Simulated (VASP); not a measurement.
# Ge3S (Fm-3m) in VASP: a series of runs

The runs below take Ge3S through single point, relaxation of cell and atoms, with PBE.

Everything below comes from runs of VASP 6.6.1. Logs are shortened: lines on timing, memory, paths and dates and some standing lists are left out, and cuts for length are marked.

## (1) The cell of the first run

The structure is cubic, space group Fm-3m (No. 225). The conventional cell has a = 6.658 Å, b = 6.658 Å, c = 6.658 Å, α = 90.00°, β = 90.00°, γ = 90.00°. Within 3.8 Å of Ge (site symmetry -43m) lie 4 S at 2.88 Å and 10 Ge at 2.88 to 3.33 Å. Within 3.8 Å of Ge (site symmetry m-3m) lie 8 Ge at 2.88 Å and 6 S at 3.33 Å. Within 3.8 Å of S (site symmetry m-3m) lie 14 Ge at 2.88 to 3.33 Å.

The cell was generated, and may not be a known phase.

## (2) Single point, PBE

Contents of INCAR:

```
SYSTEM = Ge3S
PREC = Accurate
ENCUT = 520
EDIFF = 1E-7
ISMEAR = 0
SIGMA = 0.1
LREAL = .False.
LASPH = .True.
NELM = 60
ALGO = Normal
ISIF = 2
LWAVE = .False.
LCHARG = .False.
GGA = PE
NBANDS = 32
```

Contents of KPOINTS:

```
regular mesh
0
Gamma
  4 4 4
  0 0 0
```

Contents of POSCAR:

```
Ge3S
1.0
    0.0000000000      3.3289876200      3.3289876200
    3.3289876200      0.0000000000      3.3289876200
    3.3289876200      3.3289876200      0.0000000000
Ge S
3 1
Direct
    0.7500000000      0.7500000000      0.7500000000
    0.2500000000      0.2500000000      0.2500000000
    0.5000000000      0.5000000000      0.5000000000
    0.0000000000      0.0000000000      0.0000000000
```

Potentials or basis: VASP PAW PBE potentials, release 64 (Ge_d, S).

Started as:

```bash
> cat potpaw_PBE.64/Ge_d/POTCAR potpaw_PBE.64/S/POTCAR > POTCAR
> mpirun -np 1 vasp_std > vasp.out
```

OUTCAR:

```text
SYSTEM = Ge3S
   PREC = Accurate
   ENCUT = 520
   EDIFF = 1E-7
   ISMEAR = 0
   LREAL = .False.
   LASPH = .True.
   NELM = 60
   ISIF = 2
   GGA = PE

 ion  position               nearest neighbor table
   1  0.750  0.750  0.750-   3 2.88   3 2.88   3 2.88   3 2.88
   2  0.250  0.250  0.250-   3 2.88   3 2.88   3 2.88   3 2.88
   3  0.500  0.500  0.500-   2 2.88   2 2.88   2 2.88   1 2.88   2 2.88   1 2.88   1 2.88   1 2.88

   4  0.000  0.000  0.000-

  LATTYP: Found a face centered cubic cell.
 ALAT       =     6.6579752400

  Lattice vectors:

 A1 = (   0.0000000000,   3.3289876200,   3.3289876200)
 A2 = (   3.3289876200,   0.0000000000,   3.3289876200)
 A3 = (   3.3289876200,   3.3289876200,   0.0000000000)

Analysis of symmetry for initial positions (statically):
=====================================================================
 Subroutine PRICEL returns:
 Original cell was already a primitive cell.

 Routine SETGRP: Setting up the symmetry group for a
 face centered cubic supercell.

 Subroutine GETGRP returns: Found 48 space group operations
 (whereof 48 operations were pure point group operations)
 out of a pool of 48 trial point group operations.

The static configuration has the point symmetry O_h .

Analysis of symmetry for dynamics (positions and initial velocities):
=====================================================================
 Subroutine PRICEL returns:
 Original cell was already a primitive cell.

 Routine SETGRP: Setting up the symmetry group for a
 face centered cubic supercell.

 Subroutine GETGRP returns: Found 48 space group operations
 (whereof 48 operations were pure point group operations)
 out of a pool of 48 trial point group operations.

The dynamic configuration has the point symmetry O_h .

 Subroutine INISYM returns: Found 48 space group operations
 (whereof 48 operations are pure point group operations),
 and found     1 'primitive' translations

----------------------------------------------------------------------------------------

                                     Primitive cell

  volume of cell :      73.7847

  direct lattice vectors                    reciprocal lattice vectors
     0.000000000  3.328987620  3.328987620    -0.150195812  0.150195812  0.150195812
     3.328987620  0.000000000  3.328987620     0.150195812 -0.150195812  0.150195812
     3.328987620  3.328987620  0.000000000     0.150195812  0.150195812 -0.150195812

  length of vectors
     4.707899441  4.707899441  4.707899441     0.260146778  0.260146778  0.260146778

  position of ions in fractional coordinates (direct lattice)
     0.750000000  0.750000000  0.750000000
     0.250000000  0.250000000  0.250000000
     0.500000000  0.500000000  0.500000000
     0.000000000  0.000000000  0.000000000

  ion indices of the primitive-cell ions
   primitive index   ion index
                 1           1
                 2           2
                 3           3
                 4           4

----------------------------------------------------------------------------------------

 KPOINTS: regular mesh

Automatic generation of k-mesh.
 Grid dimensions read from file:
 generate k-points for:    4    4    4

 Generating k-lattice:

  Cartesian coordinates                     Fractional coordinates (reciprocal lattice)
    -0.037548953  0.037548953  0.037548953     0.250000000  0.000000000  0.000000000
     0.037548953 -0.037548953  0.037548953     0.000000000  0.250000000  0.000000000
     0.037548953  0.037548953 -0.037548953     0.000000000  0.000000000  0.250000000

  Length of vectors
     0.065036695  0.065036695  0.065036695

  Shift w.r.t. Gamma in fractional coordinates (k-lattice)
     0.000000000  0.000000000  0.000000000

 Subroutine IBZKPT returns following result:
 ===========================================

 Found      8 irreducible k-points:

 Following reciprocal coordinates:
            Coordinates               Weight
  0.000000  0.000000  0.000000      1.000000
  0.250000  0.000000  0.000000      8.000000
  0.500000  0.000000  0.000000      4.000000
  0.250000  0.250000  0.000000      6.000000
  0.500000  0.250000  0.000000     24.000000
 -0.250000  0.250000  0.000000     12.000000
  0.500000  0.500000  0.000000      3.000000
 -0.250000  0.500000  0.250000      6.000000
   k-points           NKPTS =      8   k-points in BZ     NKDIM =      8   number of bands    NBANDS=     32
   number of dos      NEDOS =    301   number of ions     NIONS =      4
   total plane-waves  NPLWV =  46656
   dimension x,y,z NGX =    36 NGY =   36 NGZ =   36
   dimension x,y,z NGXF=    72 NGYF=   72 NGZF=   72
   ions per type =               3   1
   NGX,Y,Z   is equivalent  to a cutoff of  12.71, 12.71, 12.71 a.u.
   NGXF,Y,Z  is equivalent  to a cutoff of  25.42, 25.42, 25.42 a.u.
 SYSTEM =  Ge3S
   PREC   = accura    normal or accurate (medium, high low for compatibility)
   ISTART =      0    job   : 0-new  1-cont  2-samecut
   ICHARG =      2    charge: 1-file 2-atom 10-const
   ISPIN  =      1    spin polarized calculation?
   LNONCOLLINEAR =      F non collinear calculations
   LSORBIT =      F    spin-orbit coupling
   LASPH  =      T    aspherical Exc in radial PAW
   ENCUT  =  520.0 eV  38.22 Ry    6.18 a.u.   8.75  8.75  8.75*2*pi/ulx,y,z
   NELM   =     60;   NELMIN=  2; NELMDL= -5     # of ELM steps
   EDIFF  = 0.1E-06   stopping-criterion for ELM
   LREAL  =      F    real-space projection
   EDIFFG = 0.1E-05   stopping-criterion for IOM
   NSW    =      0    number of steps for IOM
   IBRION =     -1    ionic relax: 0-MD 1-quasi-New 2-CG
   NFREE  =      0    steps in history (QN), initial steepest desc. (CG)
   ISIF   =      2    stress and relaxation
   ISYM   =      2    0-nonsym 1-usesym 2-fastsym
   POTIM  = 0.5000    time-step for ionic-motion
   TEBEG  =    0.0;   TEEND  =   0.0 temperature during run
   PSTRESS=    0.0 pullay stress
   NELECT =      48.0000    total number of electrons
   NUPDOWN=      -1.0000    fix difference up-down
   EMIN   =  10.00;   EMAX   =-10.00  energy-range for DOS
   EFERMI =   0.00;   METHOD = LEGACY
   ISMEAR =     0;   SIGMA  =   0.10  broadening in eV -4-tet -1-fermi 0-gaus
   EFERMI_NEDOS =   21; number of points for ismear=-14 and -15
   IALGO  =     38    algorithm
   IMIX   =      4    mixing-type and parameters
     AMIX     =   0.40;   BMIX     =  1.00
     AMIX_MAG =   1.60;   BMIX_MAG =  1.00
  volume/ion in A,a.u.               =      18.45       124.48
  Fermi-wavevector in a.u.,A,eV,Ry     =   1.418512  2.680599 27.377327  2.012177
  Thomas-Fermi vector in A             =   2.539630
   LORBIT       =      0    0 simple, 1 ext, 2 COOP (PROOUT), +10 PAW based schemes
   GGA     = PE    functional components
   LHFCALC =     F    Hartree Fock is set to
   AEXX    =    0.0000 exact exchange contribution
   IVDW    =     0    specifies the selected vdW correction
   LEPSILON=     F    determine dielectric tensor
   LRPA    =     F    only Hartree local field effects (RPA)
 non-spin polarized calculation
 Gauss-broadening in eV      SIGMA  =   0.10
  energy-cutoff  :      520.00
  volume of cell :       73.78
 maximum number of plane-waves:      2012
   NGX = 17   NGY = 17   NGZ = 17

 number of electron      47.9999993 magnetization

 Free energy of the ion-electron system (eV)
  ---------------------------------------------------
  ext. energy  EPLUGINS =         0.00000000
  ---------------------------------------------------
  free energy    TOTEN  =       -16.10476585 eV

  energy without entropy =      -16.08999732  energy(sigma->0) =      -16.09738159

 E-fermi :   6.8329     XC(G=0): -11.1632

 val. band max:        6.5941282772   @ k =  -0.2500   0.2500   0.0000
 cond. band min:       6.8339748689   @ k =   0.2500   0.0000   0.0000
 fundamental gap:      0.2398465917
 Fermi energy:         6.8328662930

 k-point     1 :       0.0000    0.0000    0.0000
  band No.  band energies     occupation
      1     -18.1883      2.00000
      2     -18.1883      2.00000
      3     -18.1707      2.00000
      4     -18.1707      2.00000
      5     -18.1707      2.00000
      6     -18.1604      2.00000
[... 24 lines left out ...]
     31      14.1819      0.00000
     32      14.1819      0.00000

 k-point     2 :       0.2500    0.0000    0.0000
  band No.  band energies     occupation
      1     -18.1786      2.00000
      2     -18.1786      2.00000
      3     -18.1762      2.00000
      4     -18.1733      2.00000
      5     -18.1733      2.00000
      6     -18.1594      2.00000
[... 24 lines left out ...]
     31      12.7249      0.00000
     32      13.6481      0.00000

 k-point     3 :       0.5000    0.0000    0.0000
  band No.  band energies     occupation
      1     -18.1759      2.00000
      2     -18.1759      2.00000
      3     -18.1682      2.00000
      4     -18.1595      2.00000
      5     -18.1588      2.00000
      6     -18.1588      2.00000
[... 24 lines left out ...]
     31      13.3057      0.00000
     32      17.3252      0.00000

 k-point     4 :       0.2500    0.2500    0.0000
  band No.  band energies     occupation
      1     -18.1839      2.00000
      2     -18.1772      2.00000
      3     -18.1772      2.00000
      4     -18.1755      2.00000
      5     -18.1680      2.00000
      6     -18.1559      2.00000
[... 24 lines left out ...]
     31      12.2801      0.00000
     32      12.2801      0.00000

 k-point     5 :       0.5000    0.2500    0.0000
  band No.  band energies     occupation
      1     -18.1779      2.00000
      2     -18.1763      2.00000
      3     -18.1722      2.00000
      4     -18.1688      2.00000
      5     -18.1680      2.00000
      6     -18.1606      2.00000
[... 24 lines left out ...]
     31      12.7265      0.00000
     32      14.8031      0.00000

 k-point     6 :      -0.2500    0.2500    0.0000
  band No.  band energies     occupation
      1     -18.1798      2.00000
      2     -18.1742      2.00000
      3     -18.1704      2.00000
      4     -18.1689      2.00000
      5     -18.1662      2.00000
      6     -18.1611      2.00000
[... 24 lines left out ...]
     31      13.1481      0.00000
     32      15.2244      0.00000

 k-point     7 :       0.5000    0.5000    0.0000
  band No.  band energies     occupation
      1     -18.1795      2.00000
      2     -18.1784      2.00000
      3     -18.1774      2.00000
      4     -18.1774      2.00000
      5     -18.1678      2.00000
      6     -18.1584      2.00000
[... 24 lines left out ...]
     31      12.9398      0.00000
     32      13.9383      0.00000

 k-point     8 :      -0.2500    0.5000    0.2500
  band No.  band energies     occupation
      1     -18.1745      2.00000
      2     -18.1745      2.00000
      3     -18.1730      2.00000
      4     -18.1696      2.00000
      5     -18.1674      2.00000
      6     -18.1651      2.00000
[... 24 lines left out ...]
     31      11.9352      0.00000
     32      15.7246      0.00000

------------------------ aborting loop because EDIFF is reached ----------------------------------------

  FORCE on cell =-STRESS in cart. coord.  units (eV):
  Direction    XX          YY          ZZ          XY          YZ          ZX
  --------------------------------------------------------------------------------------
  -------------------------------------------------------------------------------------
  Total       -0.5298116     -0.5298116     -0.5298116      0.0000000      0.0000000     -0.0000000
  in kB      -11.5044412    -11.5044412    -11.5044412      0.0000000      0.0000000     -0.0000000
  external PRESSURE =     -11.5044412 kB  Pullay stress =       0.0000000 kB

 VOLUME and BASIS-vectors are now :
 -----------------------------------------------------------------------------
  energy-cutoff  :      520.00
  volume of cell :       73.78
      direct lattice vectors                 reciprocal lattice vectors
     0.000000000  3.328987620  3.328987620    -0.150195812  0.150195812  0.150195812
     3.328987620  0.000000000  3.328987620     0.150195812 -0.150195812  0.150195812
     3.328987620  3.328987620  0.000000000     0.150195812  0.150195812 -0.150195812

 POSITION                                       TOTAL-FORCE (eV/Angst)
 -----------------------------------------------------------------------------------
      4.99348      4.99348      4.99348         0.000000      0.000000      0.000000
      1.66449      1.66449      1.66449         0.000000     -0.000000     -0.000000
      3.32899      3.32899      3.32899        -0.000000      0.000000      0.000000
      0.00000      0.00000      0.00000        -0.000000      0.000000      0.000000
 -----------------------------------------------------------------------------------
    total drift:                                0.000000      0.000000      0.000000

  FREE ENERGIE OF THE ION-ELECTRON SYSTEM (eV)
  ---------------------------------------------------
  free  energy   TOTEN  =       -16.1047658544 eV

  energy  without entropy=      -16.0899973243  energy(sigma->0) =      -16.09738159
```

Run time: 14 s. Hardware: 1 thread of Intel Xeon 6975P-C (Granite Rapids), shared host; peak memory 0.2 GiB.

What came out:

```
Free energy            : -16.1048 eV
Pressure               : -1.2 GPa
Band gap on the k mesh : zero (bands 24 and 25 overlap by 2.76 eV)
```

Caveat: the k points lie up to 0.41 Å⁻¹ apart, too coarse for converged energies and pressures of a metal.

## (3) Single point, PBE

This run uses another cell than the first one, of 18.58 Å³/atom.

Contents of INCAR:

```
  PREC = Accurate
  ENCUT = 520
  EDIFF = 1E-6
  ISMEAR = 0
  SIGMA = 0.1
  LREAL = F
  LASPH = T
  NELM = 60
  ALGO = Normal
  ISIF = 2
  LWAVE = F
  LCHARG = F
  GGA = PE
  NBANDS = 32
```

Contents of KPOINTS:

```
regular mesh
0
Gamma
  12 12 12
```

Contents of POSCAR:

```
Ge3S
1.0
    0.0000000000      3.3368023277      3.3368023277
    3.3368023277      0.0000000000      3.3368023277
    3.3368023277      3.3368023277      0.0000000000
Ge S
3 1
Direct
    0.7500000000      0.7500000000      0.7500000000
    0.2500000000      0.2500000000      0.2500000000
    0.5000000000      0.5000000000      0.5000000000
    0.0000000000      0.0000000000      0.0000000000
```

Potentials or basis: VASP PAW PBE potentials, release 64 (Ge_d, S).

Started as:

```bash
> cat potpaw_PBE.64/Ge_d/POTCAR potpaw_PBE.64/S/POTCAR > POTCAR
> mpirun -np 1 vasp_std > vasp.out
```

It took 96 s on 1 thread of Intel Xeon 6975P-C (Granite Rapids), shared host; peak memory 0.28 GiB.

It converged, with:

| Item | Value |
| --- | --- |
| Free energy | -16.2493 eV |
| Pressure | 0.0 GPa |
| Band gap on the k mesh | zero (bands 24 and 25 overlap by 2.72 eV) |

Levels at points of the mesh, in eV from the Fermi level:
```tsv
k point	band 22	band 23	band 24	band 25	band 26	band 27
(0.00, 0.00, 0.00)	-3.18	-1.64	-1.64	-1.64	-0.61	-0.61
(0.50, 0.00, 0.00)	-2.59	-2.59	-0.90	0.62	2.43	2.43
(0.50, 0.50, 0.00)	-0.24	0.60	0.60	1.51	3.05	3.05
```

## (4) Relaxation of cell and atoms, PBE

Contents of INCAR:

```
SYSTEM = Ge3S
  ALGO = Normal
  EDIFF = 1E-6
  EDIFFG = -0.01
  ENCUT = 600
  GGA = PE
  IBRION = 2
  ISIF = 3
  ISMEAR = 0
  LASPH = .True.
  LCHARG = .False.
  LREAL = .False.
  LWAVE = .False.
  NELM = 80
  NSW = 100
  PREC = Accurate
  SIGMA = 0.1
```

Contents of KPOINTS:

```
k-points
0
Gamma
  12 12 12
  0 0 0
```

Contents of POSCAR:

```
Ge3S
1.0
    0.0000000000      3.3289876200      3.3289876200
    3.3289876200      0.0000000000      3.3289876200
    3.3289876200      3.3289876200      0.0000000000
Ge S
3 1
Direct
    0.7500000000      0.7500000000      0.7500000000
    0.2500000000      0.2500000000      0.2500000000
    0.5000000000      0.5000000000      0.5000000000
    0.0000000000      0.0000000000      0.0000000000
```

Started as:

```bash
> cat potpaw_PBE.64/Ge_d/POTCAR potpaw_PBE.64/S/POTCAR > POTCAR
> mpirun -np 1 vasp_std > vasp.out
```

Wall time 2.8 min (1 thread of Intel Xeon 6975P-C (Granite Rapids), shared host); peak memory 0.33 GiB.

Results (log left out):

| Quantity | Value |
| --- | --- |
| Free energy | -16.2495 eV |
| Relaxed volume | 18.60 Å³/atom |
| Relaxed cell | a = 4.721 Å, b = 4.721 Å, c = 4.721 Å, α = 60.00°, β = 60.00°, γ = 60.00° |
| Space group after relaxing (to 0.1 Å) | Fm-3m (No. 225) |
| Energy gained by relaxing | 0.2 meV/atom |
| Ionic steps | 2 |
| Pressure after relaxing | -0.1 GPa |

The path:
```tsv
step	energy change (eV)	largest force (eV/Å)	pressure (GPa)	volume (Å³)
1	0.0000	0.0000	0.51	73.78
2	-0.0009	0.0000	-0.05	74.41
```

Final structure:
```yaml
crystal:
  lattice:
    - [0.00000, 3.33835, 3.33835]
    - [3.33835, 0.00000, 3.33835]
    - [3.33835, 3.33835, 0.00000]
  atoms:
    - { symbol: Ge, position: [0.75000, 0.75000, 0.75000] }
    - { symbol: Ge, position: [0.25000, 0.25000, 0.25000] }
    - { symbol: Ge, position: [0.50000, 0.50000, 0.50000] }
    - { symbol: S, position: [0.00000, 0.00000, 0.00000] }
```

Levels at points of the mesh, in eV from the Fermi level:
| k point | band 21 | band 22 | band 23 | band 24 | band 25 | band 26 | band 27 | band 28 |
| --- | --- | --- | --- | --- | --- | --- | --- | --- |
| (0.00, 0.00, 0.00) | -3.39 | -3.18 | -1.64 | -1.64 | -1.64 | -0.61 | -0.61 | -0.61 |
| (0.50, 0.00, 0.00) | -3.99 | -2.58 | -2.58 | -0.91 | 0.62 | 2.43 | 2.43 | 3.95 |
| (0.50, 0.50, 0.00) | -5.67 | -0.24 | 0.60 | 0.60 | 1.51 | 3.05 | 3.05 | 3.74 |

Caveat: the highest band is partly filled, so the run has too few bands.

## (5) Summary

```csv
task,cell,k mesh,cutoff (eV),gap on the mesh (eV),pressure (GPa)
single point,"a = 4.708 Å, angles 60.0°, 4 atoms",4 × 4 × 4,520,none,-1.2
single point,"a = 4.719 Å, angles 60.0°, 4 atoms",12 × 12 × 12,520,none,0.0
relaxation of cell and atoms,"relaxed from a = 4.708 Å, angles 60.0°, 4 atoms",12 × 12 × 12,600,-,-0.1
```

Alike in all rows: level PBE; potentials or basis VASP PAW PBE potentials, release 64 (Ge_d, S); no spin polarisation; smearing gaussian 0.1 eV.

Caveats: some runs use coarse meshes; the highest band is partly filled, so the run has too few bands (at least some runs).

Total energies depend on the potentials used, so only differences within one code and one set of settings carry meaning.

The gap in the log of VASP goes by the Fermi energy; the results here count the filled bands.